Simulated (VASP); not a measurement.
**SiO2: single point with PBE**

The system is SiO2.

```xyz
6
Lattice="3.9783 0.0000 0.0000 0.0000 3.9783 0.0000 0.0000 0.0000 2.6833" Properties=species:S:1:pos:R:3 pbc="T T T"
Si    1.9891    1.9891    1.3417
Si    0.0000    0.0000    0.0000
O     2.7570    2.7570    0.0000
O     0.7679    3.2104    1.3417
O     1.2213    1.2213    0.0000
O     3.2104    0.7679    1.3417
```

```
Program                : VASP 6.6.1
Task                   : single point
Functional             : PBE
Potentials or basis    : VASP PAW PBE potentials, release 64 (Si, O)
Cutoff                 : 520 eV
k mesh                 : 6 × 6 × 10
Occupations            : gaussian, width 0.05 eV
Spin                   : no spin polarisation
Dipole correction      : no
Further INCAR settings : ALGO = Normal; EDIFF = 1e-07; NBANDS = 25
```

| Item | Value |
| --- | --- |
| Pressure | 47.3 GPa |
| Largest force | 1.123 eV/Å |
| Band gap on the k mesh | 6.20 eV |

Forces in eV/Å, atoms in the order of the input:
```
Si   0.000  0.000  0.000
Si   0.000  0.000  0.000
O    0.794  0.794  0.000
O    0.794 -0.794  0.000
O   -0.794 -0.794  0.000
O   -0.794  0.794  0.000
```

Stress tensor (GPa, compression positive):
```
54.44  0.00  0.00
 0.00 54.44  0.00
 0.00  0.00 33.07
```

Levels at points of the mesh, in eV from the valence-band top:
```csv
k point,band 12,band 13,band 14,band 15,band 16,band 17,band 18,band 19,band 20,band 21
"(0.00, 0.00, 0.00)",-3.67,-2.84,-0.83,-0.83,0.00,6.20,7.08,8.51,8.51,11.76
"(0.50, 0.00, 0.00)",-4.20,-3.09,-3.09,-1.11,-1.11,8.24,8.24,9.26,9.26,12.47
"(0.50, 0.50, 0.00)",-3.87,-2.96,-2.96,-2.35,-2.35,7.94,7.94,10.38,10.38,14.76
"(0.00, 0.00, 0.50)",-4.72,-3.67,-3.67,-2.96,-2.96,10.55,10.55,13.32,13.32,14.25
"(0.50, 0.00, 0.50)",-4.33,-2.32,-2.32,-1.92,-1.92,9.97,9.97,11.49,11.49,12.81
"(0.50, 0.50, 0.50)",-4.52,-1.76,-1.76,-1.67,-1.67,8.71,8.71,11.86,11.86,12.45
```

It took 33 s on 1 thread of Intel(R) Xeon(R) Platinum 8488C (Sapphire Rapids) (shared host), peak memory 0.17 GiB.

Caveat: the cell stands under pressure; forces of over 1 eV/Å act on the atoms, so gaps and moduli don't describe the material at rest. A k mesh can miss the band edges.
